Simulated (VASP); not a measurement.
# MgO (P1) in VASP: single point with PBE

Aim: the single point of MgO with PBE.

Everything below comes from runs of VASP 6.6.1. Logs are shortened: lines on timing, memory, paths and dates and some standing lists are left out, and cuts for length are marked.

## Step 1: The cell of the first run

The typed cell holds 8 atoms: a = 3.280 Å, b = 3.280 Å, c = 10.515 Å, α = 90.00°, β = 90.00°, γ = 120.00°.

## Step 2: Single point, PBE (atom 6 (O) moved by -0.440 Å along [1 0 0] and -0.440 Å along [0 0 1])

INCAR reads:

```
SYSTEM = MgO
PREC = Accurate
ENCUT = 840
EDIFF = 1E-6
ISMEAR = 0
SIGMA = 0.05
LREAL = .FALSE.
LASPH = .TRUE.
NELM = 120
ALGO = Normal
ISIF = 2
LWAVE = .FALSE.
LCHARG = .FALSE.
GGA = PE
NBANDS = 42
GGA_COMPAT = .FALSE.
```

KPOINTS reads:

```
regular mesh
0
G
  9 9 2
  0 0 0
```

POSCAR reads:

```
MgO
1.0
    3.2803754002      0.0000000000      0.0000000000
   -1.6401877001      2.8408884305      0.0000000000
    0.0000000000      0.0000000000     10.5147056238
Mg O
4 4
Direct
    0.3333333333      0.6666666667      0.9694791811
    0.0000000000      0.0000000000      0.2208070585
    0.0000000000      0.0000000000      0.7208070585
    0.6666666667      0.3333333333      0.4694791811
    0.3333333333      0.6666666667      0.7800540723
   -0.1341309900      0.0000000000      0.4878117132
    0.0000000000      0.0000000000      0.0296578681
    0.6666666667      0.3333333333      0.2800540723
```

Potentials or basis: VASP PAW PBE potentials, release 64 (Mg_sv, O).

Launch:

```sh
$ cat potpaw_PBE.64/Mg_sv/POTCAR potpaw_PBE.64/O/POTCAR > POTCAR
$ mpirun -np 1 vasp_std > vasp.out
```

OUTCAR:

```text
SYSTEM = MgO
   PREC = Accurate
   ENCUT = 840
   EDIFF = 1E-6
   ISMEAR = 0
   LREAL = .FALSE.
   LASPH = .TRUE.
   NELM = 120
   ISIF = 2
   GGA = PE

 ion  position               nearest neighbor table
   1  0.333  0.667  0.969-   5 1.99   7 2.00   7 2.00   7 2.00
   2  0.000  0.000  0.221-   8 1.99   8 1.99   8 1.99   7 2.01
   3  0.000  0.000  0.721-   5 1.99   5 1.99   5 1.99
   4  0.667  0.333  0.469-   6 1.54   6 1.95   8 1.99
   5  0.333  0.667  0.780-   1 1.99   3 1.99   3 1.99   3 1.99
   6  0.866  0.000  0.488-   4 1.54   4 1.95
   7  0.000  0.000  0.030-   1 2.00   1 2.00   1 2.00   2 2.01
   8  0.667  0.333  0.280-   4 1.99   2 1.99   2 1.99   2 1.99

  LATTYP: Found a hexagonal cell.
 ALAT       =     3.2803754002
 C/A-ratio  =     3.2053360793

  Lattice vectors:

 A1 = (   3.2803754002,   0.0000000000,   0.0000000000)
 A2 = (  -1.6401877001,   2.8408884305,   0.0000000000)
 A3 = (   0.0000000000,   0.0000000000,  10.5147056238)

Analysis of symmetry for initial positions (statically):
=====================================================================
 Subroutine PRICEL returns:
 Original cell was already a primitive cell.

 Routine SETGRP: Setting up the symmetry group for a
 hexagonal supercell.

 Subroutine GETGRP returns: Found  1 space group operations
 (whereof  1 operations were pure point group operations)
 out of a pool of 24 trial point group operations.

The static configuration has the point symmetry C_1 .

Analysis of symmetry for dynamics (positions and initial velocities):
=====================================================================
 Subroutine PRICEL returns:
 Original cell was already a primitive cell.

 Routine SETGRP: Setting up the symmetry group for a
 hexagonal supercell.

 Subroutine GETGRP returns: Found  1 space group operations
 (whereof  1 operations were pure point group operations)
 out of a pool of 24 trial point group operations.

The dynamic configuration has the point symmetry C_1 .

 Subroutine INISYM returns: Found  1 space group operations
 (whereof  1 operations are pure point group operations),
 and found     1 'primitive' translations

----------------------------------------------------------------------------------------

                                     Primitive cell

  volume of cell :      97.9884

  direct lattice vectors                    reciprocal lattice vectors
[... 97 lines left out ...]
   ENCUT  =  840.0 eV  61.74 Ry    7.86 a.u.   7.75  7.75 24.85*2*pi/ulx,y,z
   NELM   =    120;   NELMIN=  2; NELMDL= -5     # of ELM steps
   EDIFF  = 0.1E-05   stopping-criterion for ELM
   LREAL  =      F    real-space projection
[... 7 lines left out ...]
   TEBEG  =    0.0;   TEEND  =   0.0 temperature during run
   PSTRESS=    0.0 pullay stress
   NELECT =      64.0000    total number of electrons
   NUPDOWN=      -1.0000    fix difference up-down
   EMIN   =  10.00;   EMAX   =-10.00  energy-range for DOS
   EFERMI =   0.00;   METHOD = LEGACY
   ISMEAR =     0;   SIGMA  =   0.05  broadening in eV -4-tet -1-fermi 0-gaus
   EFERMI_NEDOS =   21; number of points for ismear=-14 and -15
   IALGO  =     38    algorithm
   IMIX   =      4    mixing-type and parameters
     AMIX     =   0.40;   BMIX     =  1.00
     AMIX_MAG =   1.60;   BMIX_MAG =  1.00
  volume/ion in A,a.u.               =      12.25        82.66
  Fermi-wavevector in a.u.,A,eV,Ry     =   1.420397  2.684162 27.450146  2.017529
  Thomas-Fermi vector in A             =   2.541317
   LORBIT       =      0    0 simple, 1 ext, 2 COOP (PROOUT), +10 PAW based schemes
   GGA     = PE    functional components
   LHFCALC =     F    Hartree Fock is set to
   AEXX    =    0.0000 exact exchange contribution
   IVDW    =     0    specifies the selected vdW correction
   LEPSILON=     F    determine dielectric tensor
   LRPA    =     F    only Hartree local field effects (RPA)
 non-spin polarized calculation
 Gauss-broadening in eV      SIGMA  =   0.05
  energy-cutoff  :      840.00
  volume of cell :       97.99
 maximum number of plane-waves:      5472
   NGX = 15   NGY = 15   NGZ = 49

 number of electron      63.9999990 magnetization

 Free energy of the ion-electron system (eV)
  ---------------------------------------------------
  ext. energy  EPLUGINS =         0.00000000
  ---------------------------------------------------
  free energy    TOTEN  =       -44.00668064 eV

  energy without entropy =      -44.00668064  energy(sigma->0) =      -44.00668064

 E-fermi :   1.8403     XC(G=0):  -9.8233

 val. band max:        1.5486712920   @ k =   0.0000   0.0000   0.0000
 cond. band min:       3.3112843355   @ k =   0.0000   0.0000   0.0000
 fundamental gap:      1.7626130436
 Fermi energy:         1.8402818267

 k-point     1 :       0.0000    0.0000    0.0000
  band No.  band energies     occupation
      1     -72.7681      2.00000
      2     -71.4212      2.00000
      3     -70.2680      2.00000
      4     -70.2461      2.00000
      5     -39.5641      2.00000
      6     -39.5054      2.00000
[... 1069 lines left out ...]
     41      12.6033      0.00000
     42      13.0626      0.00000

 [... further k-points ...]

------------------------ aborting loop because EDIFF is reached ----------------------------------------

  FORCE on cell =-STRESS in cart. coord.  units (eV):
  Direction    XX          YY          ZZ          XY          YZ          ZX
  --------------------------------------------------------------------------------------
  -------------------------------------------------------------------------------------
  Total        9.6307043      7.2855072     -0.4657867     -9.0544170     -1.5801990      1.7028564
  in kB      157.4685356    119.1229748     -7.6159271   -148.0458483    -25.8373240     27.8428553
  external PRESSURE =      89.6585277 kB  Pullay stress =       0.0000000 kB

 VOLUME and BASIS-vectors are now :
 -----------------------------------------------------------------------------
  energy-cutoff  :      840.00
  volume of cell :       97.99
      direct lattice vectors                 reciprocal lattice vectors
     3.280375400  0.000000000  0.000000000     0.304843159  0.176001280  0.000000000
    -1.640187700  2.840888431  0.000000000     0.000000000  0.352002560  0.000000000
     0.000000000  0.000000000 10.514705624     0.000000000  0.000000000  0.095104897

 POSITION                                       TOTAL-FORCE (eV/Angst)
 -----------------------------------------------------------------------------------
     -0.00000      1.89393     10.19379        -0.001258     -0.001578      0.829122
      0.00000      0.00000      2.32172        -0.061180     -0.000237      0.858498
      0.00000      0.00000      7.57907        -0.281279      0.001960     -0.310644
      1.64019      0.94696      4.93644        -9.685736      6.674895     -3.432754
     -0.00000      1.89393      8.20204        -0.039740     -0.027933     -0.782012
      2.84038      0.00000      5.12920        10.294307     -6.738960      4.721998
      0.00000      0.00000      0.31184         0.001450      0.000274     -0.840780
      1.64019      0.94696      2.94469        -0.226564      0.091580     -1.043427
 -----------------------------------------------------------------------------------
    total drift:                               -0.000769      0.000175     -0.000188

  FREE ENERGIE OF THE ION-ELECTRON SYSTEM (eV)
  ---------------------------------------------------
  free  energy   TOTEN  =       -44.0066806448 eV

  energy  without entropy=      -44.0066806448  energy(sigma->0) =      -44.00668064
```

OSZICAR:

```text
N       E                     dE             d eps       ncg     rms          rms(c)
DAV:   1     0.927496292226E+03    0.92750E+03   -0.51362E+04  6944   0.239E+03
DAV:   2     0.352147555852E+02   -0.89228E+03   -0.85696E+03  7728   0.668E+02
DAV:   3    -0.414133670019E+02   -0.76628E+02   -0.76027E+02  9472   0.165E+02
DAV:   4    -0.534200147200E+02   -0.12007E+02   -0.11928E+02 10710   0.510E+01
DAV:   5    -0.540470460718E+02   -0.62703E+00   -0.62692E+00  8742   0.106E+01    0.196E+01
DAV:   6    -0.441497561779E+02    0.98973E+01   -0.34160E+01  8132   0.275E+01    0.687E+00
DAV:   7    -0.441071982992E+02    0.42558E-01   -0.22038E+00  9240   0.711E+00    0.368E+00
DAV:   8    -0.440142853590E+02    0.92913E-01   -0.27289E-01  8464   0.385E+00    0.869E-01
DAV:   9    -0.440072472194E+02    0.70381E-02   -0.44685E-02  9086   0.143E+00    0.286E-01
DAV:  10    -0.440070995652E+02    0.14765E-03   -0.80446E-03  9056   0.638E-01    0.147E-01
DAV:  11    -0.440067776260E+02    0.32194E-03   -0.16360E-03  9252   0.361E-01    0.577E-02
DAV:  12    -0.440067060606E+02    0.71565E-04   -0.54421E-04  9032   0.159E-01    0.333E-02
DAV:  13    -0.440066766077E+02    0.29453E-04   -0.10426E-04  9796   0.872E-02    0.139E-02
DAV:  14    -0.440066797868E+02   -0.31791E-05   -0.35575E-05  8688   0.316E-02    0.101E-02
DAV:  15    -0.440066806448E+02   -0.85802E-06   -0.50626E-06  7780   0.185E-02
   1 F= -.44006681E+02 E0= -.44006681E+02  d E =-.412243E-18
```

stdout:

```text
POSCAR found type information on POSCAR MgO
 POSCAR found :  2 types and       8 ions
 scaLAPACK will be used
 LDA part: xc-table for (Slater+PW92), standard interpolation
 POSCAR, INCAR and KPOINTS ok, starting setup
 FFT: planning ... GRIDC
 FFT: planning ... GRID_SOFT
 FFT: planning ... GRID
 WAVECAR not read
 entering main loop
```

It took 5.6 min on 1 thread of AMD EPYC 9R45 (Zen 5), shared host; peak memory 0.61 GiB.

What came out:

| Item | Value |
| --- | --- |
| Free energy | -44.0067 eV |
| Pressure | 9.0 GPa |
| Largest force | 13.179 eV/Å |
| Band gap on the k mesh | 1.76 eV |

Forces in eV/Å, atoms in the order of the input:
```
Mg  -0.001 -0.002  0.829
Mg  -0.061  0.000  0.858
Mg  -0.281  0.002 -0.311
Mg  -9.686  6.675 -3.433
O   -0.040 -0.028 -0.782
O   10.294 -6.739  4.722
O    0.001  0.000 -0.841
O   -0.227  0.092 -1.043
```

Caveat: the cell differs from its parent crystal (atom 6 (O) moved by -0.440 Å along [1 0 0] and -0.440 Å along [0 0 1]); the stress differs along the axes, from -1 to 16 GPa; forces of over 1 eV/Å act on the atoms, so gaps and moduli don't describe the material at rest. A k mesh can miss the band edges.
